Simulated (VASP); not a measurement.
Set up this calculation in VASP 6.6.1, as the native input.

```
Task                   : relaxation of cell and atoms
Functional             : revPBE
Dispersion             : D4
Potentials or basis    : VASP PAW PBE potentials, release 64 (Sn_d)
Cutoff                 : 600 eV
k mesh                 : 10 × 9 × 10
Occupations            : fermi-dirac, width 0.05 eV
Spin                   : no spin polarisation
Dipole correction      : no
Further INCAR settings : ALGO = Fast; EDIFF = 1e-06; IBRION = 2; EDIFFG = -0.01; NSW = 60; ISIF = 3
```

The structure of Sn lies in POSCAR:

```
Sn
1.0
   -1.6664398100      1.7077874900      2.1828021800
    1.7938717800     -1.8589232500      2.3916531200
    1.6937133800      1.8854440200     -2.2975624100
Sn
1
Direct
    0.0000000000      0.0000000000      0.0000000000
```

One way to write it, as run:

INCAR

```
PREC = Accurate
ENCUT = 600
EDIFF = 1E-6
ISMEAR = -1
SIGMA = 0.05
LREAL = False
LASPH = True
NELM = 60
ALGO = Fast
ISIF = 3
LWAVE = False
LCHARG = False
GGA = RE
IVDW = 13
IBRION = 2
NSW = 60
EDIFFG = -0.01
```

KPOINTS

```
Automatic mesh
0
Gamma
  10 9 10
```

Potentials or basis: VASP PAW PBE potentials, release 64 (Sn_d).

The run is started by

```sh
$ cat potpaw_PBE.64/Sn_d/POTCAR > POTCAR
$ mpirun -np 1 vasp_std > vasp.out
```

It gave:

The relaxed volume is 26.48 Å³/atom, the relaxed cell is a = 3.273 Å, b = 3.259 Å, c = 3.314 Å, α = 116.64°, β = 116.36°, γ = 94.81° and the space group after relaxing (to 0.1 Å) is Fmmm (No. 69). The energy gained by relaxing is 41.9 meV/atom. The ionic steps are 19, the pressure after relaxing is 0.0 GPa and the band gap on the k mesh is zero (bands 7 and 8 overlap by 9.97 eV). The dispersion energy per atom is -0.649 eV.

Caveat: the PAW data sets were made with another functional, which shifts forces and pressure a little; spin-orbit coupling is left out, which moves the levels of the heavy elements.

Wall time 32 min on 1 thread of Intel Xeon 8259CL (shared host), peak memory 0.33 GiB.
